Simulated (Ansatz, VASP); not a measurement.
**Two plane-wave programs on Zr2N**

```
Zr N
1.0
     5.33274    0.00000    0.00000
     0.00000    5.33274    0.00000
     0.00000    0.00000    3.25093
Zr N
4 2
Direct
  0.29607 0.29607 0.00000
  0.70393 0.70393 0.00000
  0.79607 0.20393 0.50000
  0.20393 0.79607 0.50000
  0.00000 0.00000 0.00000
  0.50000 0.50000 0.50000
```

Alike in both runs: functional LDA; k mesh 8 × 8 × 10; occupations gaussian, width 0.1 eV; no spin polarisation.

Ansatz relaxed the structure, and its values are those at the end. VASP's run is a single point on that final structure, the one shown.

|  | VASP | Ansatz |
| --- | --- | --- |
| version | VASP 6.6.1 | Ansatz 0.2.0 |
| potentials or method | VASP PAW LDA potentials, release 64 (Zr_sv, N), cutoff 520 eV | scalar-relativistic, plane waves, PAW |
| valence electrons in the cell | 58 | 58 |

```csv
,VASP,Ansatz,Ansatz less VASP
gap on the k mesh at the Fermi level (eV),none,none,-
pressure (GPa),0.5,0.0,-0.50
rms of the force components (eV/Å),0.004,0.000,-0.0043
```

LDA's correlation is that of Perdew and Zunger in VASP and of Perdew and Wang (1992) in Ansatz. A gap of «none» marks a metal or a gap that the smearing closes.
